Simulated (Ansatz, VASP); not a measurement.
# Two plane-wave programs on SiF

```
CELL_PARAMETERS angstrom
2.69285 0.00000 0.00000
-1.34642 2.33208 0.00000
0.00000 0.00000 3.82034
ATOMIC_POSITIONS crystal
Si 0.00000 0.00000 0.00000
F 0.00000 0.00000 0.50000
```

Alike in both runs: functional PBE; k mesh 9 × 9 × 4; occupations gaussian, width 0.2 eV; no spin polarisation.

Ansatz relaxed the structure, and its values are those at the end. VASP's run is a single point on that final structure, the one shown.

```csv
,VASP,Ansatz
version,VASP 6.6.1,Ansatz 0.2.0
potentials or method,"VASP PAW PBE potentials, release 64 (Si, F), cutoff 600 eV","scalar-relativistic, plane waves, PAW"
valence electrons in the cell,11,11
```

Ansatz gave:

- gap on the k mesh at the Fermi level (eV): none
- pressure (GPa): 0.3

**Question.** Estimate VASP's values.

**Answer.** gap on the k mesh at the Fermi level (eV): none; pressure (GPa): 0.2.

A gap of «none» marks a metal or a gap that the smearing closes. With one functional, cell and mesh, what is left measures potentials, basis and numerics.

The k mesh is coarse, so the values compare programs but aren't converged.
